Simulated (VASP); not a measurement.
# Hf (R-3m) in VASP: further runs

Runs on Hf. Level: PBEsol. Tasks: single point.

Program: VASP 6.6.1. These are calculated values, not measurements. Logs are shortened: lines on timing, memory, paths and dates and some standing lists are left out, and cuts for length are marked.

### 1 The cell of the first run

It takes space group R-3m (No. 166, trigonal). The conventional cell has a = 5.131 Å, b = 5.131 Å, c = 3.095 Å, α = 90.00°, β = 90.00°, γ = 120.00°. Hf (site symmetry -3m) has 14 Hf at 3.10 to 3.61 Å within 4.1 Å.

This isn't the form of Hf at room conditions, which is hcp.

### 2 Single point, PBEsol (equal xy, yz and zx shear strains of -1 %)

Contents of INCAR:

```
SYSTEM = Hf
ALGO = Normal
EDIFF = 1E-6
ENCUT = 520
GGA = PS
ISIF = 2
ISMEAR = -1
LASPH = .True.
LCHARG = .False.
LREAL = .False.
LWAVE = .False.
NBANDS = 11
NELM = 100
PREC = Accurate
SIGMA = 0.08
```

Contents of KPOINTS:

```
k-points
0
Gamma
  16 16 16
  0 0 0
```

Contents of POSCAR:

```
Hf
1.0
   -1.8230500000      1.8050000000      1.8050000000
    1.8050000000     -1.8230500000      1.8050000000
    1.8050000000      1.8050000000     -1.8230500000
Hf
1
Direct
    0.0000000000      0.0000000000      0.0000000000
```

Potentials or basis: VASP PAW PBE potentials, release 64 (Hf_pv).

Started as:

```sh
cat potpaw_PBE.64/Hf_pv/POTCAR > POTCAR
mpirun -np 1 vasp_std > vasp.out
```

OUTCAR:

```text
SYSTEM = Hf
   EDIFF = 1E-6
   ENCUT = 520
   GGA = PS
   ISIF = 2
   ISMEAR = -1
   LASPH = .True.
   LREAL = .False.
   NELM = 100
   PREC = Accurate

 ion  position               nearest neighbor table
   1  0.000  0.000  0.000-

  LATTYP: Found a trigonal (rhomboedric) cell.
 ALAT       =     3.1368075017
 COS(alpha) =    -0.3377371610

  Lattice vectors:

 A1 = (  -1.8230500000,   1.8050000000,   1.8050000000)
 A2 = (   1.8050000000,  -1.8230500000,   1.8050000000)
 A3 = (   1.8050000000,   1.8050000000,  -1.8230500000)

Analysis of symmetry for initial positions (statically):
=====================================================================
 Subroutine PRICEL returns:
 Original cell was already a primitive cell.

 Routine SETGRP: Setting up the symmetry group for a
 trigonal (rhombohedral) supercell.

 Subroutine GETGRP returns: Found 12 space group operations
 (whereof 12 operations were pure point group operations)
 out of a pool of 12 trial point group operations.

The static configuration has the point symmetry D_3d.

Analysis of symmetry for dynamics (positions and initial velocities):
=====================================================================
 Subroutine PRICEL returns:
 Original cell was already a primitive cell.

 Routine SETGRP: Setting up the symmetry group for a
 trigonal (rhombohedral) supercell.

 Subroutine GETGRP returns: Found 12 space group operations
 (whereof 12 operations were pure point group operations)
 out of a pool of 12 trial point group operations.

The dynamic configuration has the point symmetry D_3d.

 Subroutine INISYM returns: Found 12 space group operations
 (whereof 12 operations are pure point group operations),
 and found     1 'primitive' translations

----------------------------------------------------------------------------------------

                                     Primitive cell

  volume of cell :      23.5212

  direct lattice vectors                    reciprocal lattice vectors
    -1.823050000  1.805000000  1.805000000     0.002784143  0.278414302  0.278414302
     1.805000000 -1.823050000  1.805000000     0.278414302  0.002784143  0.278414302
     1.805000000  1.805000000 -1.823050000     0.278414302  0.278414302  0.002784143

  length of vectors
     3.136807502  3.136807502  3.136807502     0.393747126  0.393747126  0.393747126

  position of ions in fractional coordinates (direct lattice)
[... 75 lines left out ...]
   ENCUT  =  520.0 eV  38.22 Ry    6.18 a.u.   5.83  5.83  5.83*2*pi/ulx,y,z
   NELM   =    100;   NELMIN=  2; NELMDL= -5     # of ELM steps
   EDIFF  = 0.1E-05   stopping-criterion for ELM
   LREAL  =      F    real-space projection
   EDIFFG = 0.1E-04   stopping-criterion for IOM
   NSW    =      0    number of steps for IOM
   IBRION =     -1    ionic relax: 0-MD 1-quasi-New 2-CG
   NFREE  =      0    steps in history (QN), initial steepest desc. (CG)
   ISIF   =      2    stress and relaxation
   ISYM   =      2    0-nonsym 1-usesym 2-fastsym
   POTIM  = 0.5000    time-step for ionic-motion
   TEBEG  =    0.0;   TEEND  =   0.0 temperature during run
   PSTRESS=    0.0 pullay stress
   NELECT =      10.0000    total number of electrons
   NUPDOWN=      -1.0000    fix difference up-down
   EMIN   =  10.00;   EMAX   =-10.00  energy-range for DOS
   EFERMI =   0.00;   METHOD = LEGACY
   ISMEAR =    -1;   SIGMA  =   0.08  broadening in eV -4-tet -1-fermi 0-gaus
   EFERMI_NEDOS =   21; number of points for ismear=-14 and -15
   IALGO  =     38    algorithm
   IMIX   =      4    mixing-type and parameters
     AMIX     =   0.40;   BMIX     =  1.00
     AMIX_MAG =   1.60;   BMIX_MAG =  1.00
  volume/ion in A,a.u.               =      23.52       158.73
  Fermi-wavevector in a.u.,A,eV,Ry     =   1.230992  2.326237 20.617466  1.515341
  Thomas-Fermi vector in A             =   2.365819
   LORBIT       =      0    0 simple, 1 ext, 2 COOP (PROOUT), +10 PAW based schemes
   GGA     = PS    functional components
   LHFCALC =     F    Hartree Fock is set to
   AEXX    =    0.0000 exact exchange contribution
   IVDW    =     0    specifies the selected vdW correction
   LEPSILON=     F    determine dielectric tensor
   LRPA    =     F    only Hartree local field effects (RPA)
 non-spin polarized calculation
  energy-cutoff  :      520.00
  volume of cell :       23.52
 maximum number of plane-waves:       658
   NGX = 11   NGY = 11   NGZ = 11

 number of electron      10.0000001 magnetization

 Free energy of the ion-electron system (eV)
  ---------------------------------------------------
  ext. energy  EPLUGINS =         0.00000000
  ---------------------------------------------------
  free energy    TOTEN  =       -10.28220892 eV

  energy without entropy =      -10.23826156  energy(sigma->0) =      -10.26023524

 E-fermi :   4.0890     XC(G=0): -11.1645

 val. band max:        4.0857003215   @ k =   0.5000   0.3125   0.0625
 cond. band min:       4.0936800292   @ k =  -0.4375   0.4375   0.1250
 fundamental gap:      0.0079797077
 Fermi energy:         4.0889657560

 k-point     1 :       0.0000    0.0000    0.0000
  band No.  band energies     occupation
      1     -25.8970      2.00000
      2     -25.8970      2.00000
      3     -25.8759      2.00000
      4      -2.7900      2.00000
      5       5.4173      0.00000
      6       5.6202      0.00000
      7       5.6202      0.00000
      8       8.2114      0.00000
      9       8.2114      0.00000
     10      17.0181      0.00000
     11      17.2480      0.00000
[... 309 lines left out ...]
 k-point    24 :      -0.0625    0.0625    0.0000
  band No.  band energies     occupation
      1     -25.9245      2.00000
      2     -25.9034      2.00000
      3     -25.8781      2.00000
      4      -2.6548      2.00000
      5       5.3444      0.00000
      6       5.5563      0.00000
      7       5.7518      0.00000
      8       8.0722      0.00000
      9       8.2139      0.00000
     10      17.1496      0.00000
     11      17.3380      0.00000

 [... further k-points ...]
[... 5 lines left out ...]
  --------------------------------------------------------------------------------------
  -------------------------------------------------------------------------------------
  Total       -1.3522005     -1.3522005     -1.3522005      0.0634197      0.0634197      0.0634197
  in kB      -92.1070233    -92.1070233    -92.1070233      4.3199218      4.3199218      4.3199218
  external PRESSURE =     -92.1070233 kB  Pullay stress =       0.0000000 kB

 VOLUME and BASIS-vectors are now :
 -----------------------------------------------------------------------------
  energy-cutoff  :      520.00
  volume of cell :       23.52
      direct lattice vectors                 reciprocal lattice vectors
    -1.823050000  1.805000000  1.805000000     0.002784143  0.278414302  0.278414302
     1.805000000 -1.823050000  1.805000000     0.278414302  0.002784143  0.278414302
     1.805000000  1.805000000 -1.823050000     0.278414302  0.278414302  0.002784143

 POSITION                                       TOTAL-FORCE (eV/Angst)
 -----------------------------------------------------------------------------------
      0.00000      0.00000      0.00000         0.000000      0.000000      0.000000
 -----------------------------------------------------------------------------------
    total drift:                                0.000000      0.000000      0.000000

  FREE ENERGIE OF THE ION-ELECTRON SYSTEM (eV)
  ---------------------------------------------------
  free  energy   TOTEN  =       -10.2822089179 eV

  energy  without entropy=      -10.2382615582  energy(sigma->0) =      -10.26023524
```

OSZICAR:

```text
N       E                     dE             d eps       ncg     rms          rms(c)
DAV:   1     0.120547584409E+02    0.12055E+02   -0.57018E+03  9233   0.833E+02
DAV:   2    -0.102474797103E+02   -0.22302E+02   -0.21597E+02 11791   0.153E+02
DAV:   3    -0.106966247485E+02   -0.44915E+00   -0.44416E+00 11448   0.148E+01
DAV:   4    -0.106985406671E+02   -0.19159E-02   -0.19153E-02 10458   0.118E+00
DAV:   5    -0.106985527016E+02   -0.12034E-04   -0.12034E-04 11617   0.815E-02    0.443E+01
DAV:   6    -0.103841503482E+02    0.31440E+00   -0.26778E-01 10290   0.366E+00    0.253E+01
DAV:   7    -0.102864004935E+02    0.97750E-01   -0.34068E-01 10497   0.400E+00    0.110E+00
DAV:   8    -0.102822045895E+02    0.41959E-02   -0.23357E-02 10179   0.108E+00    0.101E-01
DAV:   9    -0.102822057940E+02   -0.12044E-05   -0.30463E-04 11948   0.155E-01    0.505E-02
DAV:  10    -0.102822089994E+02   -0.32054E-05   -0.16688E-05 11039   0.304E-02    0.272E-02
DAV:  11    -0.102822089179E+02    0.81492E-07   -0.24856E-06 10755   0.116E-02
   1 F= -.10282209E+02 E0= -.10260235E+02  d E =-.439474E-01
```

stdout:

```text
POSCAR found type information on POSCAR Hf
 POSCAR found :  1 types and       1 ions
 scaLAPACK will be used
 -----------------------------------------------------------------------------
|                                                                             |
|                                                                             |
|     You enforced a specific xc type in the INCAR file but a different       |
|     I HOPE YOU KNOW WHAT YOU ARE DOING!                                     |
|                                                                             |
 -----------------------------------------------------------------------------

 LDA part: xc-table for (Slater+PW92), standard interpolation
 POSCAR, INCAR and KPOINTS ok, starting setup
 FFT: planning ... GRIDC
 FFT: planning ... GRID_SOFT
 FFT: planning ... GRID
 WAVECAR not read
 entering main loop
```

Wall time 22 s (1 thread of Intel Xeon 6975P-C (Granite Rapids), shared host); peak memory 0.22 GiB.

Results:

```yaml
Free_energy: -10.2822 eV
Pressure: -9.2 GPa
Band_gap_on_the_k_mesh: zero (bands 5 and 6 overlap by 2.13 eV)
```

Caveat: the cell differs from its parent crystal (equal xy, yz and zx shear strains of -1 %); the cell stands under tension; the PAW data sets were made with another functional, which shifts forces and pressure a little; spin-orbit coupling is left out, which moves the levels of the heavy elements.

### 3 Single point, PBEsol (equal xy, yz and zx shear strains of +1 %)

Contents of INCAR:

```
PREC = Accurate
ENCUT = 520
EDIFF = 1E-6
ISMEAR = -1
SIGMA = 0.08
LREAL = False
LASPH = True
NELM = 60
ALGO = Normal
ISIF = 2
LWAVE = False
LCHARG = False
GGA = PS
NBANDS = 11
```

Contents of KPOINTS:

```
regular mesh
0
Gamma
  16 16 16
```

Contents of POSCAR:

```
Hf
1.0
   -1.7869500000      1.8050000000      1.8050000000
    1.8050000000     -1.7869500000      1.8050000000
    1.8050000000      1.8050000000     -1.7869500000
Hf
1
Direct
    0.0000000000      0.0000000000      0.0000000000
```

Potentials or basis: VASP PAW PBE potentials, release 64 (Hf_pv).

Started as:

```sh
cat potpaw_PBE.64/Hf_pv/POTCAR > POTCAR
mpirun -np 1 vasp_std > vasp.out
```

OUTCAR:

```text
PREC = Accurate
   ENCUT = 520
   EDIFF = 1E-6
   ISMEAR = -1
   LREAL = False
   LASPH = True
   NELM = 60
   ISIF = 2
   GGA = PS

 ion  position               nearest neighbor table
   1  0.000  0.000  0.000-

  LATTYP: Found a trigonal (rhomboedric) cell.
 ALAT       =     3.1159653885
 COS(alpha) =    -0.3288480252

  Lattice vectors:

 A1 = (  -1.7869500000,   1.8050000000,   1.8050000000)
 A2 = (   1.8050000000,  -1.7869500000,   1.8050000000)
[... 504 lines left out ...]
      1     -25.9123      2.00000
      2     -25.9071      2.00000
      3     -25.8885      2.00000
      4      -2.6516      2.00000
      5       5.4326      0.00000
      6       5.6167      0.00000
      7       5.6188      0.00000
      8       8.0432      0.00000
      9       8.2063      0.00000
     10      17.1437      0.00000
     11      17.2317      0.00000

 [... further k-points ...]
[... 5 lines left out ...]
  --------------------------------------------------------------------------------------
  -------------------------------------------------------------------------------------
  Total       -1.3518768     -1.3518768     -1.3518768     -0.0655568     -0.0655568     -0.0655568
  in kB      -92.0849250    -92.0849250    -92.0849250     -4.4654935     -4.4654935     -4.4654935
  external PRESSURE =     -92.0849250 kB  Pullay stress =       0.0000000 kB

 VOLUME and BASIS-vectors are now :
 -----------------------------------------------------------------------------
  energy-cutoff  :      520.00
  volume of cell :       23.52
      direct lattice vectors                 reciprocal lattice vectors
    -1.786950000  1.805000000  1.805000000    -0.002756439  0.275643873  0.275643873
     1.805000000 -1.786950000  1.805000000     0.275643873 -0.002756439  0.275643873
     1.805000000  1.805000000 -1.786950000     0.275643873  0.275643873 -0.002756439

 POSITION                                       TOTAL-FORCE (eV/Angst)
 -----------------------------------------------------------------------------------
      0.00000      0.00000      0.00000         0.000000     -0.000000      0.000000
 -----------------------------------------------------------------------------------
    total drift:                                0.000000      0.000000     -0.000000

  FREE ENERGIE OF THE ION-ELECTRON SYSTEM (eV)
  ---------------------------------------------------
  free  energy   TOTEN  =       -10.2821937914 eV

  energy  without entropy=      -10.2382634075  energy(sigma->0) =      -10.26022860
```

OSZICAR:

```text
N       E                     dE             d eps       ncg     rms          rms(c)
DAV:   1     0.126359850517E+02    0.12636E+02   -0.57153E+03  9246   0.836E+02
DAV:   2    -0.102280740945E+02   -0.22864E+02   -0.22138E+02 11706   0.156E+02
DAV:   3    -0.106965122119E+02   -0.46844E+00   -0.46267E+00 11503   0.151E+01
DAV:   4    -0.106985344348E+02   -0.20222E-02   -0.20217E-02 10378   0.120E+00
DAV:   5    -0.106985470712E+02   -0.12636E-04   -0.12636E-04 11619   0.834E-02    0.443E+01
DAV:   6    -0.103841534037E+02    0.31439E+00   -0.26769E-01 10284   0.366E+00    0.253E+01
DAV:   7    -0.102863292640E+02    0.97824E-01   -0.33937E-01 10539   0.399E+00    0.110E+00
DAV:   8    -0.102821856992E+02    0.41436E-02   -0.23318E-02 10187   0.107E+00    0.900E-02
DAV:   9    -0.102821906248E+02   -0.49256E-05   -0.28955E-04 11996   0.154E-01    0.505E-02
DAV:  10    -0.102821938835E+02   -0.32586E-05   -0.15673E-05 10967   0.296E-02    0.275E-02
DAV:  11    -0.102821937914E+02    0.92039E-07   -0.23052E-06 10845   0.112E-02
   1 F= -.10282194E+02 E0= -.10260229E+02  d E =-.439304E-01
```

Wall time 22 s (1 thread of Intel Xeon 6975P-C (Granite Rapids), shared host); peak memory 0.22 GiB.

What came out:

```
Free energy            : -10.2822 eV
Pressure               : -9.2 GPa
Band gap on the k mesh : zero (bands 5 and 6 overlap by 2.12 eV)
```

Caveat: the cell differs from its parent crystal (equal xy, yz and zx shear strains of +1 %); the cell stands under tension; the PAW data sets were made with another functional, which shifts forces and pressure a little; spin-orbit coupling is left out, which moves the levels of the heavy elements.

### 4 Single point, PBEsol (equal xy, yz and zx shear strains of +2 %)

Contents of INCAR:

```
  PREC = Accurate
  ENCUT = 520
  EDIFF = 1E-7
  ISMEAR = -1
  SIGMA = 0.08
  LREAL = False
  LASPH = True
  NELM = 80
  ALGO = Normal
  ISIF = 2
  LWAVE = False
  LCHARG = True
  GGA = PS
  LELF = True
  LVHAR = True
  NBANDS = 11
```

KPOINTS is that of step 3.

Contents of POSCAR:

```
Hf
1.0
   -1.7689000000      1.8050000000      1.8050000000
    1.8050000000     -1.7689000000      1.8050000000
    1.8050000000      1.8050000000     -1.7689000000
Hf
1
Direct
    0.0000000000      0.0000000000      0.0000000000
```

Started as:

```sh
cat potpaw_PBE.64/Hf_pv/POTCAR > POTCAR
mpirun -np 1 vasp_std > vasp.out
```

Wall time 33 s (1 thread of Intel Xeon 6975P-C (Granite Rapids), shared host); peak memory 0.22 GiB.

It converged, with:

```yaml
Free_energy: -10.2796 eV
Pressure: -9.2 GPa
Band_gap_on_the_k_mesh: zero (bands 5 and 6 overlap by 2.05 eV)
```

Stress tensor (GPa, compression positive):
```
-9.17 -0.90 -0.90
-0.90 -9.17 -0.90
-0.90 -0.90 -9.17
```

Levels at points of the mesh, in eV from the Fermi level:
```csv
k point,band 3,band 4,band 5,band 6,band 7,band 8
"(0.00, 0.00, 0.00)",-29.96,-6.88,1.32,1.32,1.74,4.14
"(0.50, 0.00, 0.00)",-29.97,-3.27,-0.47,0.80,4.02,4.99
"(0.50, 0.50, 0.00)",-29.98,-3.19,-0.40,1.04,3.82,4.74
"(0.50, 0.50, 0.50)",-30.42,-2.36,-2.36,6.06,6.57,6.57
```

Caveat: the cell differs from its parent crystal (equal xy, yz and zx shear strains of +2 %); the cell stands under tension; the PAW data sets were made with another functional, which shifts forces and pressure a little; spin-orbit coupling is left out, which moves the levels of the heavy elements.

### 5 Overview

```csv
cell,gap on the mesh (eV),pressure (GPa)
"a = 3.137 Å, angles 109.7°, 1 atom",none,-9.2
"a = 3.116 Å, angles 109.2°, 1 atom",none,-9.2
"a = 3.106 Å, angles 108.9°, 1 atom",none,-9.2
```

Alike in all rows: task single point; level PBEsol; potentials or basis VASP PAW PBE potentials, release 64 (Hf_pv); no spin polarisation; k mesh 16 × 16 × 16; cutoff (eV) 520; smearing fermi-dirac 0.08 eV.

Caveats: the cell stands under tension; the PAW data sets were made with another functional, which shifts forces and pressure a little; spin-orbit coupling is left out, which moves the levels of the heavy elements.

Absolute energies hang on the potentials; compare differences alone.
